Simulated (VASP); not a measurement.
# SnO2 (Cassiterite) (P4_2/mnm) in VASP: further runs

The runs below take SnO2 (Cassiterite) through single point, with PBE.

Program: VASP 6.6.1. These are calculated values, not measurements. Logs are shortened: lines on timing, memory, paths and dates and some standing lists are left out, and cuts for length are marked.

## Step 1: The cell of the first run

Symmetry: P4_2/mnm, No. 136, tetragonal system. Conventional cell: a = 4.738 Å, b = 4.738 Å, c = 3.091 Å, α = 90.00°, β = 90.00°, γ = 90.00°. Sn (site symmetry mmm) has 6 O at 2.03 Å within 2.7 Å. O (site symmetry m2m) has 3 Sn at 2.03 Å and 1 O at 2.63 Å within 2.7 Å.

## Step 2: Single point, PBE (z stretched by -3 %, then relaxed in part)

INCAR reads:

```
SYSTEM = SnO2
PREC     = Accurate       ! precision mode
ENCUT    = 520            ! plane-wave cutoff, eV
EDIFF    = 1E-6           ! SCF threshold, eV
ISMEAR   = -1             ! smearing method
SIGMA    = 0.02           ! smearing width, eV
LREAL    = .FALSE.        ! projectors in reciprocal space
LASPH    = .TRUE.         ! aspherical terms in the spheres
NELM     = 60             ! most SCF steps
ALGO     = Normal         ! electronic algorithm
ISIF     = 2              ! what is computed and relaxed
LWAVE    = .FALSE.        ! write WAVECAR
LCHARG   = .TRUE.         ! write CHGCAR
GGA      = PE             ! functional
LELF     = .TRUE.         ! ELF
LVHAR    = .TRUE.       
NBANDS   = 35             ! bands
```

KPOINTS reads:

```
Automatic mesh
0
G
  7 7 9
  0 0 0
```

POSCAR reads:

```
SnO2
1.0
    4.7380000000      0.0000000000      0.0000000000
    0.0000000000      4.7380000000      0.0000000000
    0.0000000000      0.0000000000      3.0909050000
Sn O
2 4
Direct
    0.0000000000      0.0000000000      0.0000000000
    0.5000000000      0.5000000000      0.5000000000
    0.3036779681      0.3036779681      0.0000000000
    0.1963220319      0.8036779681      0.5000000000
    0.6963220319      0.6963220319      0.0000000000
    0.8036779681      0.1963220319      0.5000000000
```

Potentials or basis: VASP PAW PBE potentials, release 64 (Sn_d, O).

Run with:

```bash
cat potpaw_PBE.64/Sn_d/POTCAR potpaw_PBE.64/O/POTCAR > POTCAR
mpirun -np 1 vasp_std > vasp.out
```

OUTCAR:

```text
SYSTEM = SnO2
   PREC = Accurate
   ENCUT = 520
   EDIFF = 1E-6
   ISMEAR = -1
   LREAL = .FALSE.
   LASPH = .TRUE.
   NELM = 60
   ISIF = 2
   GGA = PE

 ion  position               nearest neighbor table
   1  0.000  0.000  0.000-   4 2.03   6 2.03   4 2.03   6 2.03   5 2.03   3 2.03   2 3.69   2 3.69
                             2 3.69   2 3.69   2 3.69   2 3.69   2 3.69   2 3.69
   2  0.500  0.500  0.500-   3 2.03   5 2.03   3 2.03   5 2.03   4 2.03   6 2.03   1 3.69   1 3.69
                             1 3.69   1 3.69   1 3.69   1 3.69   1 3.69   1 3.69
   3  0.304  0.304  0.000-   2 2.03   2 2.03   1 2.03
   4  0.196  0.804  0.500-   1 2.03   1 2.03   2 2.03
   5  0.696  0.696  0.000-   2 2.03   2 2.03   1 2.03
   6  0.804  0.196  0.500-   1 2.03   1 2.03   2 2.03

  LATTYP: Found a simple tetragonal cell.
 ALAT       =     4.7380000000
 C/A-ratio  =     0.6523649219

  Lattice vectors:

 A1 = (   4.7380000000,   0.0000000000,   0.0000000000)
 A2 = (   0.0000000000,   4.7380000000,   0.0000000000)
 A3 = (   0.0000000000,   0.0000000000,   3.0909050000)

Analysis of symmetry for initial positions (statically):
=====================================================================
 Subroutine PRICEL returns:
 Original cell was already a primitive cell.

 Routine SETGRP: Setting up the symmetry group for a
 simple tetragonal supercell.

 Subroutine GETGRP returns: Found 16 space group operations
 (whereof  8 operations were pure point group operations)
 out of a pool of 16 trial point group operations.

The static configuration has the point symmetry D_2h.
 The point group associated with its full space group is D_4h.

Analysis of symmetry for dynamics (positions and initial velocities):
=====================================================================
 Subroutine PRICEL returns:
 Original cell was already a primitive cell.

 Routine SETGRP: Setting up the symmetry group for a
 simple tetragonal supercell.

 Subroutine GETGRP returns: Found 16 space group operations
 (whereof  8 operations were pure point group operations)
 out of a pool of 16 trial point group operations.

The dynamic configuration has the point symmetry D_2h.
 The point group associated with its full space group is D_4h.

 Subroutine INISYM returns: Found 16 space group operations
 (whereof  8 operations are pure point group operations),
 and found     1 'primitive' translations

----------------------------------------------------------------------------------------
[... 99 lines left out ...]
   ENCUT  =  520.0 eV  38.22 Ry    6.18 a.u.   8.81  8.81  5.75*2*pi/ulx,y,z
   NELM   =     60;   NELMIN=  2; NELMDL= -5     # of ELM steps
   EDIFF  = 0.1E-05   stopping-criterion for ELM
   LREAL  =      F    real-space projection
   EDIFFG = 0.1E-04   stopping-criterion for IOM
   NSW    =      0    number of steps for IOM
   IBRION =     -1    ionic relax: 0-MD 1-quasi-New 2-CG
   NFREE  =      0    steps in history (QN), initial steepest desc. (CG)
   ISIF   =      2    stress and relaxation
   ISYM   =      2    0-nonsym 1-usesym 2-fastsym
   POTIM  = 0.5000    time-step for ionic-motion
   TEBEG  =    0.0;   TEEND  =   0.0 temperature during run
   PSTRESS=    0.0 pullay stress
   NELECT =      52.0000    total number of electrons
   NUPDOWN=      -1.0000    fix difference up-down
   EMIN   =  10.00;   EMAX   =-10.00  energy-range for DOS
   EFERMI =   0.00;   METHOD = LEGACY
   ISMEAR =    -1;   SIGMA  =   0.02  broadening in eV -4-tet -1-fermi 0-gaus
   EFERMI_NEDOS =   21; number of points for ismear=-14 and -15
   IALGO  =     38    algorithm
   IMIX   =      4    mixing-type and parameters
     AMIX     =   0.40;   BMIX     =  1.00
     AMIX_MAG =   1.60;   BMIX_MAG =  1.00
  volume/ion in A,a.u.               =      11.56        78.04
  Fermi-wavevector in a.u.,A,eV,Ry     =   1.487022  2.810064 30.085666  2.211234
  Thomas-Fermi vector in A             =   2.600235
   LORBIT       =      0    0 simple, 1 ext, 2 COOP (PROOUT), +10 PAW based schemes
   GGA     = PE    functional components
   LHFCALC =     F    Hartree Fock is set to
   AEXX    =    0.0000 exact exchange contribution
   IVDW    =     0    specifies the selected vdW correction
   LEPSILON=     F    determine dielectric tensor
   LRPA    =     F    only Hartree local field effects (RPA)
 non-spin polarized calculation
  energy-cutoff  :      520.00
  volume of cell :       69.39
 maximum number of plane-waves:      1899
 NGX is ok and might be reduce to    36
   NGX = 17   NGY = 17   NGZ = 11

 number of electron      51.9999987 magnetization

 Free energy of the ion-electron system (eV)
  ---------------------------------------------------
  ext. energy  EPLUGINS =         0.00000000
  ---------------------------------------------------
  free energy    TOTEN  =       -36.89293955 eV

  energy without entropy =      -36.89293955  energy(sigma->0) =      -36.89293955

 E-fermi :   6.9327     XC(G=0): -11.4122

 val. band max:        6.5102465455   @ k =   0.0000   0.0000   0.0000
 cond. band min:       8.1520741482   @ k =   0.0000   0.0000   0.0000
 fundamental gap:      1.6418276027
 Fermi energy:         6.9327385337

 k-point     1 :       0.0000    0.0000    0.0000
  band No.  band energies     occupation
      1     -14.7049      2.00000
      2     -13.8754      2.00000
      3     -13.5036      2.00000
      4     -13.4635      2.00000
      5     -13.4635      2.00000
      6     -13.3731      2.00000
[... 901 lines left out ...]
     34      19.0026      0.00000
     35      19.3352      0.00000

 [... further k-points ...]
[... 5 lines left out ...]
  --------------------------------------------------------------------------------------
  -------------------------------------------------------------------------------------
  Total        6.9866792      6.9866792     12.0289808     -0.0000000      0.0000000      0.0000000
  in kB      161.3264640    161.3264640    277.7561244     -0.0000000      0.0000000      0.0000000
  external PRESSURE =     200.1363508 kB  Pullay stress =       0.0000000 kB

 VOLUME and BASIS-vectors are now :
 -----------------------------------------------------------------------------
  energy-cutoff  :      520.00
  volume of cell :       69.39
      direct lattice vectors                 reciprocal lattice vectors
     4.738000000  0.000000000  0.000000000     0.211059519  0.000000000  0.000000000
     0.000000000  4.738000000  0.000000000     0.000000000  0.211059519  0.000000000
     0.000000000  0.000000000  3.090905000     0.000000000  0.000000000  0.323529840

 POSITION                                       TOTAL-FORCE (eV/Angst)
 -----------------------------------------------------------------------------------
      0.00000      0.00000      0.00000        -0.000000      0.000000     -0.000000
      2.36900      2.36900      1.54545        -0.000000      0.000000     -0.000000
      1.43883      1.43883      0.00000        -0.016727     -0.016727      0.000000
      0.93017      3.80783      1.54545         0.016727     -0.016727     -0.000000
      3.29917      3.29917      0.00000         0.016727      0.016727     -0.000000
      3.80783      0.93017      1.54545        -0.016727      0.016727     -0.000000
 -----------------------------------------------------------------------------------
    total drift:                                0.000000      0.000000      0.000000

  FREE ENERGIE OF THE ION-ELECTRON SYSTEM (eV)
  ---------------------------------------------------
  free  energy   TOTEN  =       -36.8929395465 eV

  energy  without entropy=      -36.8929395465  energy(sigma->0) =      -36.89293955
```

It took 35 s on 1 thread of Intel Xeon 6975P-C (Granite Rapids), shared host; peak memory 0.23 GiB.

What came out:

| Quantity | Value |
| --- | --- |
| Free energy | -36.8929 eV |
| Pressure | 20.0 GPa |
| Largest force | 0.024 eV/Å |
| Band gap on the k mesh | 1.64 eV, direct |

Forces on the atoms (eV/Å):
```
Sn   0.000  0.000  0.000
Sn   0.000  0.000  0.000
O   -0.017 -0.017  0.000
O    0.017 -0.017  0.000
O    0.017  0.017  0.000
O   -0.017  0.017  0.000
```

Levels at points of the mesh, in eV from the valence-band top:
| k point | band 23 | band 24 | band 25 | band 26 | band 27 | band 28 | band 29 | band 30 |
| --- | --- | --- | --- | --- | --- | --- | --- | --- |
| (0.00, 0.00, 0.00) | -1.15 | -0.87 | -0.87 | 0.00 | 1.64 | 6.69 | 6.69 | 6.85 |

Caveat: the cell differs from its parent crystal (z stretched by -3 %, then relaxed in part); spin-orbit coupling is left out, which moves the levels of the heavy elements.

[end of part 1 of 2]
